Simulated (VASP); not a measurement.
# C (R-3m) in VASP: notebook

Runs on C. Level: LDA. Tasks: electric field gradients.

All numbers are computed with VASP 6.6.1; they aren't measurements. Logs are shortened: lines on timing, memory, paths and dates and some standing lists are left out, and cuts for length are marked.

## Step 1: The cell of the first run

Symmetry: R-3m, No. 166, trigonal system. The conventional cell has a = 2.535 Å, b = 2.535 Å, c = 6.116 Å, α = 90.00°, β = 90.00°, γ = 120.00°. C (site symmetry 3m) has 4 C at 1.53 to 1.55 Å within 2.0 Å.

## Step 2: Electric field gradients, LDA (equal xy, yz and zx shear strains of -1 %)

INCAR reads:

```
SYSTEM = C
ALGO = Normal
EDIFF = 1E-8
ENCUT = 520
GGA = CA
GGA_COMPAT = .FALSE.
ISIF = 2
ISMEAR = -1
LASPH = .TRUE.
LCHARG = .FALSE.
LEFG = .TRUE.
LREAL = .FALSE.
LWAVE = .FALSE.
NBANDS = 11
NELM = 120
PREC = Accurate
SIGMA = 0.03
```

KPOINTS reads:

```
k-points
0
G
  16 16 16
  0 0 0
```

POSCAR reads:

```
C
1.0
   -0.0178340000      1.7744830000      1.7744830000
    1.7744830000     -0.0178340000      1.7744830000
    1.7744830000      1.7744830000     -0.0178340000
C
2
Direct
    0.5000000000      0.5000000000      0.5000000000
    0.7500000000      0.7500000000      0.7500000000
```

Potentials or basis: VASP PAW LDA potentials, release 64 (C).

Started as:

```sh
$ cat potpaw_LDA.64/C/POTCAR > POTCAR
$ mpirun -np 1 vasp_std > vasp.out
```

OUTCAR:

```text
SYSTEM = C
   EDIFF = 1E-8
   ENCUT = 520
   GGA = CA
   ISIF = 2
   ISMEAR = -1
   LASPH = .TRUE.
   LREAL = .FALSE.
   NELM = 120
   PREC = Accurate

 ion  position               nearest neighbor table
   1  0.500  0.500  0.500-   2 1.53   2 1.55   2 1.55   2 1.55
   2  0.750  0.750  0.750-   1 1.53   1 1.55   1 1.55   1 1.55

  LATTYP: Found a trigonal (rhomboedric) cell.
 ALAT       =     2.5095612936
 COS(alpha) =     0.4899250057

  Lattice vectors:

 A1 = (  -0.0178340000,   1.7744830000,   1.7744830000)
 A2 = (   1.7744830000,  -0.0178340000,   1.7744830000)
 A3 = (   1.7744830000,   1.7744830000,  -0.0178340000)

Analysis of symmetry for initial positions (statically):
=====================================================================
 Subroutine PRICEL returns:
 Original cell was already a primitive cell.

 Routine SETGRP: Setting up the symmetry group for a
 trigonal (rhombohedral) supercell.

 Subroutine GETGRP returns: Found 12 space group operations
 (whereof  6 operations were pure point group operations)
 out of a pool of 12 trial point group operations.

The static configuration has the point symmetry C_3v.
 The point group associated with its full space group is D_3d.

Analysis of symmetry for dynamics (positions and initial velocities):
=====================================================================
 Subroutine PRICEL returns:
 Original cell was already a primitive cell.

 Routine SETGRP: Setting up the symmetry group for a
 trigonal (rhombohedral) supercell.

 Subroutine GETGRP returns: Found 12 space group operations
 (whereof  6 operations were pure point group operations)
 out of a pool of 12 trial point group operations.

The dynamic configuration has the point symmetry C_3v.
 The point group associated with its full space group is D_3d.

 Subroutine INISYM returns: Found 12 space group operations
 (whereof  6 operations are pure point group operations),
 and found     1 'primitive' translations

----------------------------------------------------------------------------------------

                                     Primitive cell

  volume of cell :      11.3434

[... 134 lines left out ...]

 E-fermi :  10.2624     XC(G=0): -13.4996

 val. band max:        9.7246810083   @ k =   0.0000   0.0000   0.0000
 cond. band min:      13.8119700832   @ k =   0.3750   0.3750   0.0000
 fundamental gap:      4.0872890749
 Fermi energy:        10.2623828684

 k-point     1 :       0.0000    0.0000    0.0000
  band No.  band energies     occupation
      1     -11.5959      2.00000
      2       9.7201      2.00000
      3       9.7247      2.00000
      4       9.7247      2.00000
      5      15.1139      0.00000
      6      15.1139      0.00000
      7      15.5575      0.00000
      8      23.3032      0.00000
      9      28.7330      0.00000
     10      36.3586      0.00000
     11      36.3586      0.00000
[... 309 lines left out ...]
 k-point    24 :      -0.0625    0.0625    0.0000
  band No.  band energies     occupation
      1     -11.3107      2.00000
      2       8.3221      2.00000
      3       8.6212      2.00000
      4       9.5429      2.00000
      5      15.6353      0.00000
      6      15.9817      0.00000
      7      16.4573      0.00000
      8      23.4612      0.00000
      9      29.1730      0.00000
     10      32.9427      0.00000
     11      34.0706      0.00000

 [... further k-points ...]

------------------------ aborting loop because EDIFF is reached ----------------------------------------

  FORCE on cell =-STRESS in cart. coord.  units (eV):
  Direction    XX          YY          ZZ          XY          YZ          ZX
  --------------------------------------------------------------------------------------
  -------------------------------------------------------------------------------------
  Total       -0.8137374     -0.8137374     -0.8137374      0.4015732      0.4015732      0.4015732
  in kB     -114.9347243   -114.9347243   -114.9347243     56.7194147     56.7194147     56.7194147
  external PRESSURE =    -114.9347243 kB  Pullay stress =       0.0000000 kB

 VOLUME and BASIS-vectors are now :
 -----------------------------------------------------------------------------
  energy-cutoff  :      520.00
  volume of cell :       11.34
      direct lattice vectors                 reciprocal lattice vectors
    -0.017834000  1.774483000  1.774483000    -0.277559577  0.280377440  0.280377440
     1.774483000 -0.017834000  1.774483000     0.280377440 -0.277559577  0.280377440
     1.774483000  1.774483000 -0.017834000     0.280377440  0.280377440 -0.277559577

 POSITION                                       TOTAL-FORCE (eV/Angst)
 -----------------------------------------------------------------------------------
      1.76557      1.76557      1.76557        -0.035799     -0.035799     -0.035799
      2.64835      2.64835      2.64835         0.035799      0.035799      0.035799
 -----------------------------------------------------------------------------------
    total drift:                                0.000000     -0.000000      0.000000

  FREE ENERGIE OF THE ION-ELECTRON SYSTEM (eV)
  ---------------------------------------------------
  free  energy   TOTEN  =       -20.2292612021 eV

  energy  without entropy=      -20.2292612021  energy(sigma->0) =      -20.22926120

 Electric field gradients (V/A^2)
---------------------------------------------------------------------
 ion       V_xx      V_yy      V_zz      V_xy      V_xz      V_yz
---------------------------------------------------------------------
   1      -0.000    -0.000    -0.000    -1.118    -1.118    -1.118
   2      -0.000    -0.000     0.000    -1.118    -1.118    -1.118
---------------------------------------------------------------------

 Electric field gradients after diagonalization (V/A^2)
 (convention: |V_zz| > |V_xx| > |V_yy|)
----------------------------------------------------------------------
 ion       V_xx      V_yy      V_zz     asymmetry (V_yy - V_xx)/ V_zz
----------------------------------------------------------------------
   1       1.118     1.118    -2.236       0.000
   2       1.118     1.118    -2.236       0.000
----------------------------------------------------------------------

           NMR quadrupolar parameters

 Cq : quadrupolar parameter    Cq=e*Q*V_zz/h
 eta: asymmetry parameters     (V_yy - V_xx)/ V_zz
 Q  : nuclear electric quadrupole moment in mb (millibarn)
----------------------------------------------------------------------
 ion       Cq(MHz)       eta       Q (mb)
----------------------------------------------------------------------
   1      -0.005       0.000       1.000
   2      -0.005       0.000       1.000
----------------------------------------------------------------------
```

Run time: 34 s. Hardware: 1 thread of Intel Xeon Platinum 8259CL at 2.50GHz (Skylake/Cascade Lake), shared host; peak memory 0.14 GiB.

What came out:

| Quantity | Value |
| --- | --- |
| Free energy | -20.2293 eV |
| Pressure | -11.5 GPa |
| Largest force | 0.062 eV/Å |
| Band gap on the k mesh | 4.09 eV (least direct gap 5.39 eV) |
| Largest electric field gradient by atom | C -2.2 V/Å² |

Forces in eV/Å, atoms in the order of the input:
```
C   -0.036 -0.036 -0.036
C    0.036  0.036  0.036
```

Stress tensor (GPa, compression positive):
```
-11.49   5.67   5.67
  5.67 -11.49   5.67
  5.67   5.67 -11.49
```

Levels at points of the mesh, in eV from the valence-band top:
| k point | band 2 | band 3 | band 4 | band 5 | band 6 | band 7 |
| --- | --- | --- | --- | --- | --- | --- |
| (0.00, 0.00, 0.00) | 0.00 | 0.00 | 0.00 | 5.39 | 5.39 | 5.83 |
| (0.50, 0.00, 0.00) | -13.35 | -2.77 | -2.72 | 8.25 | 8.51 | 9.20 |
| (0.50, 0.50, 0.00) | -12.55 | -6.39 | -6.19 | 4.51 | 4.91 | 16.60 |
| (0.50, 0.50, 0.50) | -13.37 | -2.92 | -2.92 | 8.29 | 8.29 | 8.67 |

Electric field gradients, principal values (V/Å²):
| atom | least | middle | greatest (by size) |
| --- | --- | --- | --- |
| 1 C | 1.118 | 1.118 | -2.236 |
| 2 C | 1.118 | 1.118 | -2.236 |

Caveat: the cell differs from its parent crystal (equal xy, yz and zx shear strains of -1 %); the cell stands under tension; without QUAD_EFG the Cq values of the log hold for a quadrupole moment of 1 mb, not for the nuclei. A k mesh can miss the band edges.

## Step 3: Electric field gradients, LDA (equal xy, yz and zx shear strains of -1 %)

INCAR reads:

```
SYSTEM = C
ALGO     = Normal         ! electronic algorithm
EDIFF    = 1E-8           ! SCF threshold, eV
ENCUT    = 520            ! plane-wave cutoff, eV
GGA_COMPAT= .False.      
ISIF     = 2              ! what is computed and relaxed
ISMEAR   = -1             ! smearing method
LASPH    = .True.         ! aspherical terms in the spheres
LCHARG   = .False.        ! write CHGCAR
LEFG     = .True.       
LREAL    = .False.        ! projectors in reciprocal space
LWAVE    = .False.        ! write WAVECAR
NBANDS   = 11             ! bands
NELM     = 120            ! most SCF steps
PREC     = Accurate       ! precision mode
SIGMA    = 0.03           ! smearing width, eV
```

KPOINTS reads:

```
k-points
0
Gamma
  16 16 16
  0 0 0
```

POSCAR is that of step 2.

Potentials or basis: VASP PAW LDA potentials, release 64 (C).

Started as:

```sh
$ cat potpaw_LDA.64/C/POTCAR > POTCAR
$ mpirun -np 1 vasp_std > vasp.out
```

OUTCAR:

```text
SYSTEM = C
   EDIFF = 1E-8
   ENCUT = 520
   ISIF = 2
   ISMEAR = -1
   LASPH = .True.
   LREAL = .False.
   NELM = 120
   PREC = Accurate

 ion  position               nearest neighbor table
   1  0.500  0.500  0.500-   2 1.53   2 1.55   2 1.55   2 1.55
   2  0.750  0.750  0.750-   1 1.53   1 1.55   1 1.55   1 1.55

  LATTYP: Found a trigonal (rhomboedric) cell.
 ALAT       =     2.5095612936
 COS(alpha) =     0.4899250057

  Lattice vectors:

 A1 = (  -0.0178340000,   1.7744830000,   1.7744830000)
 A2 = (   1.7744830000,  -0.0178340000,   1.7744830000)
 A3 = (   1.7744830000,   1.7744830000,  -0.0178340000)

Analysis of symmetry for initial positions (statically):
=====================================================================
 Subroutine PRICEL returns:
 Original cell was already a primitive cell.

 Routine SETGRP: Setting up the symmetry group for a
 trigonal (rhombohedral) supercell.

 Subroutine GETGRP returns: Found 12 space group operations
 (whereof  6 operations were pure point group operations)
[... 526 lines left out ...]
     1.774483000 -0.017834000  1.774483000     0.280377440 -0.277559577  0.280377440
     1.774483000  1.774483000 -0.017834000     0.280377440  0.280377440 -0.277559577

 POSITION                                       TOTAL-FORCE (eV/Angst)
 -----------------------------------------------------------------------------------
      1.76557      1.76557      1.76557        -0.035799     -0.035799     -0.035799
      2.64835      2.64835      2.64835         0.035799      0.035799      0.035799
 -----------------------------------------------------------------------------------
    total drift:                                0.000000     -0.000000      0.000000

  FREE ENERGIE OF THE ION-ELECTRON SYSTEM (eV)
  ---------------------------------------------------
  free  energy   TOTEN  =       -20.2292612021 eV

  energy  without entropy=      -20.2292612021  energy(sigma->0) =      -20.22926120

 Electric field gradients (V/A^2)
---------------------------------------------------------------------
 ion       V_xx      V_yy      V_zz      V_xy      V_xz      V_yz
---------------------------------------------------------------------
   1      -0.000    -0.000    -0.000    -1.118    -1.118    -1.118
   2      -0.000    -0.000     0.000    -1.118    -1.118    -1.118
---------------------------------------------------------------------

 Electric field gradients after diagonalization (V/A^2)
 (convention: |V_zz| > |V_xx| > |V_yy|)
----------------------------------------------------------------------
 ion       V_xx      V_yy      V_zz     asymmetry (V_yy - V_xx)/ V_zz
----------------------------------------------------------------------
   1       1.118     1.118    -2.236       0.000
   2       1.118     1.118    -2.236       0.000
----------------------------------------------------------------------

           NMR quadrupolar parameters

 Cq : quadrupolar parameter    Cq=e*Q*V_zz/h
 eta: asymmetry parameters     (V_yy - V_xx)/ V_zz
 Q  : nuclear electric quadrupole moment in mb (millibarn)
----------------------------------------------------------------------
 ion       Cq(MHz)       eta       Q (mb)
----------------------------------------------------------------------
   1      -0.005       0.000       1.000
   2      -0.005       0.000       1.000
----------------------------------------------------------------------
```

stdout:

```text
POSCAR found type information on POSCAR C
 POSCAR found :  1 types and       2 ions
 scaLAPACK will be used
 LDA part: xc-table for (Slater(with rela. corr.)+CA(PZ))
 , standard interpolation
 POSCAR, INCAR and KPOINTS ok, starting setup
 FFT: planning ... GRIDC
 FFT: planning ... GRID_SOFT
 FFT: planning ... GRID
 WAVECAR not read
 entering main loop
ion   1

ion   2
```

Wall time 41 s (1 thread of Intel Xeon Platinum 8259CL at 2.50GHz (Skylake/Cascade Lake), shared host); peak memory 0.14 GiB.

Results:

- Free energy: -20.2293 eV
- Pressure: -11.5 GPa
- Largest force: 0.062 eV/Å
- Band gap on the k mesh: 4.09 eV (least direct gap 5.39 eV)
- Largest electric field gradient by atom: C -2.2 V/Å²

Forces on the atoms (eV/Å):
```
C   -0.036 -0.036 -0.036
C    0.036  0.036  0.036
```

Stress tensor (GPa, compression positive):
```
-11.49   5.67   5.67
  5.67 -11.49   5.67
  5.67   5.67 -11.49
```

Levels at points of the mesh, in eV from the valence-band top:
| k point | band 1 | band 2 | band 3 | band 4 | band 5 | band 6 | band 7 | band 8 |
| --- | --- | --- | --- | --- | --- | --- | --- | --- |
| (0.00, 0.00, 0.00) | -21.32 | 0.00 | 0.00 | 0.00 | 5.39 | 5.39 | 5.83 | 13.58 |
| (0.50, 0.00, 0.00) | -15.55 | -13.35 | -2.77 | -2.72 | 8.25 | 8.51 | 9.20 | 15.42 |
| (0.50, 0.50, 0.00) | -12.67 | -12.55 | -6.39 | -6.19 | 4.51 | 4.91 | 16.60 | 16.63 |
| (0.50, 0.50, 0.50) | -15.26 | -13.37 | -2.92 | -2.92 | 8.29 | 8.29 | 8.67 | 15.37 |

Electric field gradients, principal values (V/Å²):
```tsv
atom	least	middle	greatest (by size)
1 C	1.118	1.118	-2.236
2 C	1.118	1.118	-2.236
```

Caveat: the cell differs from its parent crystal (equal xy, yz and zx shear strains of -1 %); the cell stands under tension; without QUAD_EFG the Cq values of the log hold for a quadrupole moment of 1 mb, not for the nuclei.
